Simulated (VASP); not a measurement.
# Nb (Immm) in VASP: further runs

The runs below take Nb through single point, with PBEsol.

All numbers are computed with VASP 6.6.1; they aren't measurements. Logs are shortened: lines on timing, memory, paths and dates and some standing lists are left out, and cuts for length are marked.

## (1) The cell of the first run

The structure is orthorhombic, space group Immm (No. 71). Conventional cell: a = 2.879 Å, b = 3.103 Å, c = 4.230 Å, α = 90.00°, β = 90.00°, γ = 90.00°. Within 3.8 Å of Nb (site symmetry mmm) lie 12 Nb at 2.88 to 3.10 Å.

## (2) Single point, PBEsol (strain +0.0750 x Voigt [0, 0, 0, 0, 0, 1])

Contents of INCAR:

```
SYSTEM = Nb
PREC = Accurate
ENCUT = 520
EDIFF = 1E-6
ISMEAR = 0
SIGMA = 0.15
LREAL = .FALSE.
LASPH = .TRUE.
NELM = 80
ALGO = Fast
ISIF = 2
LWAVE = .FALSE.
LCHARG = .FALSE.
GGA = PS
NBANDS = 12
```

Contents of KPOINTS:

```
regular mesh
0
G
  20 20 20
  0 0 0
```

Contents of POSCAR:

```
Nb
1.0
    0.0793125000      2.1150000000      2.1150000000
    2.1150000000      0.0793125000      2.1150000000
    2.1943125000      2.1943125000      0.0000000000
Nb
1
Direct
    0.0000000000      0.0000000000      0.0000000000
```

Potentials or basis: VASP PAW PBE potentials, release 64 (Nb_sv).

Command:

```bash
$ cat potpaw_PBE.64/Nb_sv/POTCAR > POTCAR
$ mpirun -np 1 vasp_std > vasp.out
```

OUTCAR:

```text
SYSTEM = Nb
   PREC = Accurate
   ENCUT = 520
   EDIFF = 1E-6
   ISMEAR = 0
   LREAL = .FALSE.
   LASPH = .TRUE.
   NELM = 80
   ISIF = 2
   GGA = PS

 ion  position               nearest neighbor table
   1  0.000  0.000  0.000-

  LATTYP: Found a body centered orthorhombic cell.
 ALAT       =     2.8788968713
 B/A-ratio  =     1.0779220779
 C/A-ratio  =     1.4693127921

  Lattice vectors:

 A1 = (   2.1150000000,   0.0793125000,  -2.1150000000)
 A2 = (  -2.1150000000,  -0.0793125000,  -2.1150000000)
 A3 = (   0.0793125000,   2.1150000000,   2.1150000000)

Analysis of symmetry for initial positions (statically):
=====================================================================
 Subroutine PRICEL returns:
 Original cell was already a primitive cell.

 Routine SETGRP: Setting up the symmetry group for a
 body centered orthorhombic supercell.

 Subroutine GETGRP returns: Found  8 space group operations
 (whereof  8 operations were pure point group operations)
 out of a pool of  8 trial point group operations.

The static configuration has the point symmetry D_2h.

Analysis of symmetry for dynamics (positions and initial velocities):
=====================================================================
 Subroutine PRICEL returns:
 Original cell was already a primitive cell.

 Routine SETGRP: Setting up the symmetry group for a
 body centered orthorhombic supercell.

 Subroutine GETGRP returns: Found  8 space group operations
 (whereof  8 operations were pure point group operations)
 out of a pool of  8 trial point group operations.

The dynamic configuration has the point symmetry D_2h.

 Subroutine INISYM returns: Found  8 space group operations
 (whereof  8 operations are pure point group operations),
 and found     1 'primitive' translations

----------------------------------------------------------------------------------------

                                     Primitive cell

  volume of cell :      18.8951

  direct lattice vectors                    reciprocal lattice vectors
     0.079312500  2.115000000  2.115000000    -0.245617267  0.245617267  0.236406619
     2.115000000  0.079312500  2.115000000     0.245617267 -0.245617267  0.236406619
     2.194312500  2.194312500  0.000000000     0.227861802  0.227861802 -0.236406619

  length of vectors
     2.992113045  2.992113045  3.103226498     0.420171124  0.420171124  0.399662472

  position of ions in fractional coordinates (direct lattice)
     0.000000000  0.000000000  0.000000000

  ion indices of the primitive-cell ions
   primitive index   ion index
                 1           1

----------------------------------------------------------------------------------------

 KPOINTS: regular mesh

Automatic generation of k-mesh.
 Grid dimensions read from file:
 generate k-points for:   20   20   20

 Generating k-lattice:

  Cartesian coordinates                     Fractional coordinates (reciprocal lattice)
    -0.012280863  0.012280863  0.011820331     0.050000000 -0.000000000  0.000000000
     0.012280863 -0.012280863  0.011820331    -0.000000000  0.050000000  0.000000000
     0.011393090  0.011393090 -0.011820331     0.000000000  0.000000000  0.050000000

  Length of vectors
     0.021008556  0.021008556  0.019983124

  Shift w.r.t. Gamma in fractional coordinates (k-lattice)
     0.000000000  0.000000000  0.000000000

 Subroutine IBZKPT returns following result:
 ===========================================

 Found   1166 irreducible k-points:

 Following reciprocal coordinates:
            Coordinates               Weight
  0.000000  0.000000  0.000000      1.000000
  0.050000  0.000000  0.000000      4.000000
  0.100000  0.000000  0.000000      4.000000
  0.150000  0.000000  0.000000      4.000000
  0.200000  0.000000  0.000000      4.000000
  0.250000 -0.000000  0.000000      4.000000
[... 16 lines left out ...]
 -0.400000  0.050000  0.000000      4.000000
 -0.350000  0.050000  0.000000      4.000000
 [... further k-points ...]
   k-points           NKPTS =   1166   k-points in BZ     NKDIM =   1166   number of bands    NBANDS=     12
   number of dos      NEDOS =    301   number of ions     NIONS =      1
   total plane-waves  NPLWV =  13824
   dimension x,y,z NGX =    24 NGY =   24 NGZ =   24
   dimension x,y,z NGXF=    48 NGYF=   48 NGZF=   48
   ions per type =               1
   NGX,Y,Z   is equivalent  to a cutoff of  13.33, 13.33, 12.86 a.u.
   NGXF,Y,Z  is equivalent  to a cutoff of  26.67, 26.67, 25.71 a.u.
 SYSTEM =  Nb
   PREC   = accura    normal or accurate (medium, high low for compatibility)
   ISTART =      0    job   : 0-new  1-cont  2-samecut
   ICHARG =      2    charge: 1-file 2-atom 10-const
   ISPIN  =      1    spin polarized calculation?
   LNONCOLLINEAR =      F non collinear calculations
   LSORBIT =      F    spin-orbit coupling
   LASPH  =      T    aspherical Exc in radial PAW
   ENCUT  =  520.0 eV  38.22 Ry    6.18 a.u.   5.56  5.56  5.77*2*pi/ulx,y,z
   NELM   =     80;   NELMIN=  2; NELMDL= -5     # of ELM steps
   EDIFF  = 0.1E-05   stopping-criterion for ELM
   LREAL  =      F    real-space projection
   EDIFFG = 0.1E-04   stopping-criterion for IOM
   NSW    =      0    number of steps for IOM
   IBRION =     -1    ionic relax: 0-MD 1-quasi-New 2-CG
   NFREE  =      0    steps in history (QN), initial steepest desc. (CG)
   ISIF   =      2    stress and relaxation
   ISYM   =      2    0-nonsym 1-usesym 2-fastsym
   POTIM  = 0.5000    time-step for ionic-motion
   TEBEG  =    0.0;   TEEND  =   0.0 temperature during run
   PSTRESS=    0.0 pullay stress
   NELECT =      13.0000    total number of electrons
   NUPDOWN=      -1.0000    fix difference up-down
   EMIN   =  10.00;   EMAX   =-10.00  energy-range for DOS
   EFERMI =   0.00;   METHOD = LEGACY
   ISMEAR =     0;   SIGMA  =   0.15  broadening in eV -4-tet -1-fermi 0-gaus
   EFERMI_NEDOS =   21; number of points for ismear=-14 and -15
   IALGO  =     68    algorithm
   IMIX   =      4    mixing-type and parameters
     AMIX     =   0.40;   BMIX     =  1.00
     AMIX_MAG =   1.60;   BMIX_MAG =  1.00
  volume/ion in A,a.u.               =      18.90       127.51
  Fermi-wavevector in a.u.,A,eV,Ry     =   1.445238  2.731103 28.418654  2.088712
  Thomas-Fermi vector in A             =   2.563442
   LORBIT       =      0    0 simple, 1 ext, 2 COOP (PROOUT), +10 PAW based schemes
   GGA     = PS    functional components
   LHFCALC =     F    Hartree Fock is set to
   AEXX    =    0.0000 exact exchange contribution
   IVDW    =     0    specifies the selected vdW correction
   LEPSILON=     F    determine dielectric tensor
   LRPA    =     F    only Hartree local field effects (RPA)
 non-spin polarized calculation
 RMM-DIIS sequential band-by-band and
 Gauss-broadening in eV      SIGMA  =   0.15
  energy-cutoff  :      520.00
  volume of cell :       18.90
 maximum number of plane-waves:       528
   NGX = 11   NGY = 11   NGZ = 11

 number of electron      13.0000000 magnetization

 Free energy of the ion-electron system (eV)
  ---------------------------------------------------
  ext. energy  EPLUGINS =         0.00000000
  ---------------------------------------------------
  free energy    TOTEN  =       -10.60994353 eV

  energy without entropy =      -10.59178066  energy(sigma->0) =      -10.60086210

 E-fermi :  10.7140     XC(G=0): -12.3790

 val. band max:       10.7133154060   @ k =   0.3000   0.3000   0.2500
 cond. band min:      10.7150876726   @ k =  -0.1500   0.2000   0.1500
 fundamental gap:      0.0017722667
 Fermi energy:        10.7139906343

 k-point     1 :       0.0000    0.0000    0.0000
  band No.  band energies     occupation
      1     -43.9424      2.00000
      2     -19.4470      2.00000
      3     -19.3677      2.00000
      4     -19.2490      2.00000
      5       4.5119      2.00000
      6      10.3107      1.99986
      7      10.7316      0.86817
      8      11.4561      0.00000
      9      13.4919      0.00000
     10      13.4940      0.00000
     11      22.5470      0.00000
     12      26.4660      0.00000

 k-point     2 :       0.0500    0.0000    0.0000
  band No.  band energies     occupation
      1     -43.9371      2.00000
      2     -19.4507      2.00000
      3     -19.3810      2.00000
      4     -19.2751      2.00000
      5       4.6105      2.00000
      6      10.3589      1.99919
      7      10.7580      0.67853
      8      11.4016      0.00000
      9      13.4295      0.00000
     10      13.4413      0.00000
     11      22.7571      0.00000
     12      26.6663      0.00000

 k-point     3 :       0.1000    0.0000    0.0000
  band No.  band energies     occupation
      1     -43.9215      2.00000
      2     -19.4612      2.00000
      3     -19.4401      2.00000
      4     -19.3294      2.00000
      5       4.8961      2.00000
      6      10.4910      1.96446
      7      10.7487      0.74318
      8      11.3485      0.00000
      9      13.2713      0.00000
     10      13.3056      0.00000
     11      23.3246      0.00000
     12      26.3577      0.00000
[... 286 lines left out ...]
 k-point    23 :      -0.4000    0.0500    0.0000
  band No.  band energies     occupation
      1     -43.7310      2.00000
      2     -20.5002      2.00000
      3     -19.5788      2.00000
      4     -19.5580      2.00000
      5       7.0433      2.00000
      6      10.2831      1.99995
      7      10.9795      0.01231
      8      11.6741      0.00000
      9      14.5753      0.00000
     10      15.8457      0.00000
     11      21.5550      0.00000
     12      23.4064      0.00000

 k-point    24 :      -0.3500    0.0500    0.0000
  band No.  band energies     occupation
      1     -43.7522      2.00000
      2     -20.3877      2.00000
      3     -19.5593      2.00000
      4     -19.5403      2.00000
      5       7.0473      2.00000
      6      10.4258      1.99342
      7      11.0038      0.00629
      8      11.1645      0.00002
      9      14.0028      0.00000
     10      15.3449      0.00000
     11      21.7995      0.00000
     12      24.6875      0.00000

 [... further k-points ...]
[... 5 lines left out ...]
  --------------------------------------------------------------------------------------
  -------------------------------------------------------------------------------------
  Total       -0.8735245     -0.8735245     -0.8656199      0.2923747      0.0000000      0.0000000
  in kB      -74.0688701    -74.0688701    -73.3986161     24.7913600      0.0000000      0.0000000
  external PRESSURE =     -73.8454521 kB  Pullay stress =       0.0000000 kB

 VOLUME and BASIS-vectors are now :
 -----------------------------------------------------------------------------
  energy-cutoff  :      520.00
  volume of cell :       18.90
      direct lattice vectors                 reciprocal lattice vectors
     0.079312500  2.115000000  2.115000000    -0.245617267  0.245617267  0.236406619
     2.115000000  0.079312500  2.115000000     0.245617267 -0.245617267  0.236406619
     2.194312500  2.194312500  0.000000000     0.227861802  0.227861802 -0.236406619

 POSITION                                       TOTAL-FORCE (eV/Angst)
 -----------------------------------------------------------------------------------
      0.00000      0.00000      0.00000         0.000000      0.000000      0.000000
 -----------------------------------------------------------------------------------
    total drift:                                0.000000      0.000000      0.000000

  FREE ENERGIE OF THE ION-ELECTRON SYSTEM (eV)
  ---------------------------------------------------
  free  energy   TOTEN  =       -10.6099435338 eV

  energy  without entropy=      -10.5917806632  energy(sigma->0) =      -10.60086210
```

It took 5 min on 1 thread of Intel Xeon Platinum 8488C (Sapphire Rapids), shared host; peak memory 0.36 GiB.

What came out:

* Free energy: -10.6099 eV
* Pressure: -7.4 GPa
* Band gap on the k mesh: zero (an odd number of electrons rules out a gap without spin polarisation)

Stress tensor (GPa, compression positive):
```
-7.41  2.48  0.00
 2.48 -7.41  0.00
 0.00  0.00 -7.34
```

Caveat: the cell differs from its parent crystal (strain +0.0750 x Voigt [0, 0, 0, 0, 0, 1]); the cell stands under tension; the PAW data sets were made with another functional, which shifts forces and pressure a little.

## (3) Single point, PBEsol (strain -0.0500 x Voigt [0, 0, 0, 0, 0, 1])

Contents of INCAR:

```
SYSTEM = Nb
  PREC = Accurate
  ENCUT = 520
  EDIFF = 1E-6
  ISMEAR = 0
  SIGMA = 0.15
  LREAL = .FALSE.
  LASPH = .TRUE.
  NELM = 80
  ALGO = Fast
  ISIF = 2
  LWAVE = .FALSE.
  LCHARG = .TRUE.
  GGA = PS
  LELF = .TRUE.
  LVHAR = .TRUE.
  NBANDS = 12
```

KPOINTS is that of step 2.

Contents of POSCAR:

```
Nb
1.0
   -0.0528750000      2.1150000000      2.1150000000
    2.1150000000     -0.0528750000      2.1150000000
    2.0621250000      2.0621250000      0.0000000000
Nb
1
Direct
    0.0000000000      0.0000000000      0.0000000000
```

Potentials or basis: VASP PAW PBE potentials, release 64 (Nb_sv).

Command:

```bash
$ cat potpaw_PBE.64/Nb_sv/POTCAR > POTCAR
$ mpirun -np 1 vasp_std > vasp.out
```

OUTCAR:

```text
SYSTEM = Nb
   PREC = Accurate
   ENCUT = 520
   EDIFF = 1E-6
   ISMEAR = 0
   LREAL = .FALSE.
   LASPH = .TRUE.
   NELM = 80
   ISIF = 2
   GGA = PS

 ion  position               nearest neighbor table
   1  0.000  0.000  0.000-

  LATTYP: Found a body centered orthorhombic cell.
 ALAT       =     2.9162851423
 B/A-ratio  =     1.0512820513
 C/A-ratio  =     1.4504754486

  Lattice vectors:

 A1 = (   0.0528750000,  -2.1150000000,  -2.1150000000)
 A2 = (  -0.0528750000,   2.1150000000,  -2.1150000000)
 A3 = (   2.1150000000,  -0.0528750000,   2.1150000000)

Analysis of symmetry for initial positions (statically):
=====================================================================
 Subroutine PRICEL returns:
 Original cell was already a primitive cell.

 Routine SETGRP: Setting up the symmetry group for a
 body centered orthorhombic supercell.

 Subroutine GETGRP returns: Found  8 space group operations
 (whereof  8 operations were pure point group operations)
 out of a pool of  8 trial point group operations.

The static configuration has the point symmetry D_2h.

Analysis of symmetry for dynamics (positions and initial velocities):
=====================================================================
[... 163 lines left out ...]

 k-point     1 :       0.0000    0.0000    0.0000
  band No.  band energies     occupation
      1     -43.9640      2.00000
      2     -19.4441      2.00000
      3     -19.3868      2.00000
      4     -19.3137      2.00000
      5       4.4987      2.00000
      6      10.4727      1.97979
      7      10.7842      0.53896
      8      11.2347      0.00000
      9      13.4362      0.00000
     10      13.4387      0.00000
     11      22.5442      0.00000
     12      26.7056      0.00000
[... 331 lines left out ...]
 k-point    24 :      -0.3500    0.0500    0.0000
  band No.  band energies     occupation
      1     -43.8190      2.00000
      2     -20.3509      2.00000
      3     -19.5346      2.00000
      4     -19.4332      2.00000
      5       6.9430      2.00000
      6      10.4984      1.96253
      7      10.7217      0.98016
      8      11.2798      0.00000
      9      14.4864      0.00000
     10      14.7719      0.00000
     11      21.6779      0.00000
     12      24.0423      0.00000

 [... further k-points ...]
[... 5 lines left out ...]
  --------------------------------------------------------------------------------------
  -------------------------------------------------------------------------------------
  Total       -0.8513627     -0.8513627     -0.8861639     -0.2285604     -0.0000000     -0.0000000
  in kB      -72.1332648    -72.1332648    -75.0818651    -19.3652014     -0.0000000     -0.0000000
  external PRESSURE =     -73.1161315 kB  Pullay stress =       0.0000000 kB

 VOLUME and BASIS-vectors are now :
 -----------------------------------------------------------------------------
  energy-cutoff  :      520.00
  volume of cell :       18.91
      direct lattice vectors                 reciprocal lattice vectors
    -0.052875000  2.115000000  2.115000000    -0.230640604  0.230640604  0.236406619
     2.115000000 -0.052875000  2.115000000     0.230640604 -0.230640604  0.236406619
     2.062125000  2.062125000  0.000000000     0.242468328  0.242468328 -0.236406619

 POSITION                                       TOTAL-FORCE (eV/Angst)
 -----------------------------------------------------------------------------------
      0.00000      0.00000      0.00000         0.000000     -0.000000     -0.000000
 -----------------------------------------------------------------------------------
    total drift:                               -0.000000      0.000000      0.000000

  FREE ENERGIE OF THE ION-ELECTRON SYSTEM (eV)
  ---------------------------------------------------
  free  energy   TOTEN  =       -10.6027913234 eV

  energy  without entropy=      -10.5854984902  energy(sigma->0) =      -10.59414491
```

stdout:

```text
POSCAR found type information on POSCAR Nb
 POSCAR found :  1 types and       1 ions
 scaLAPACK will be used
 -----------------------------------------------------------------------------
|                                                                             |
|                                                                             |
|     You enforced a specific xc type in the INCAR file but a different       |
|     I HOPE YOU KNOW WHAT YOU ARE DOING!                                     |
|                                                                             |
 -----------------------------------------------------------------------------

 LDA part: xc-table for (Slater+PW92), standard interpolation
 POSCAR, INCAR and KPOINTS ok, starting setup
 FFT: planning ... GRIDC
 FFT: planning ... GRID_SOFT
 FFT: planning ... GRID
 WAVECAR not read
 entering main loop
WARNING in EDDRMM: call to ZHEGV failed, returncode =   6  3      8
WARNING in EDDRMM: call to ZHEGV failed, returncode =   8  4      8
WARNING in EDDRMM: call to ZHEGV failed, returncode =   8  4     12
WARNING in EDDRMM: call to ZHEGV failed, returncode =   6  3      7
```

It took 4.8 min on 1 thread of Intel Xeon Platinum 8488C (Sapphire Rapids), shared host; peak memory 0.36 GiB.

Results:

- Free energy: -10.6028 eV
- Pressure: -7.3 GPa
- Band gap on the k mesh: zero (an odd number of electrons rules out a gap without spin polarisation)

Stress tensor (GPa, compression positive):
```
-7.21 -1.94  0.00
-1.94 -7.21  0.00
 0.00  0.00 -7.51
```

Caveat: the cell differs from its parent crystal (strain -0.0500 x Voigt [0, 0, 0, 0, 0, 1]); the cell stands under tension; the PAW data sets were made with another functional, which shifts forces and pressure a little.
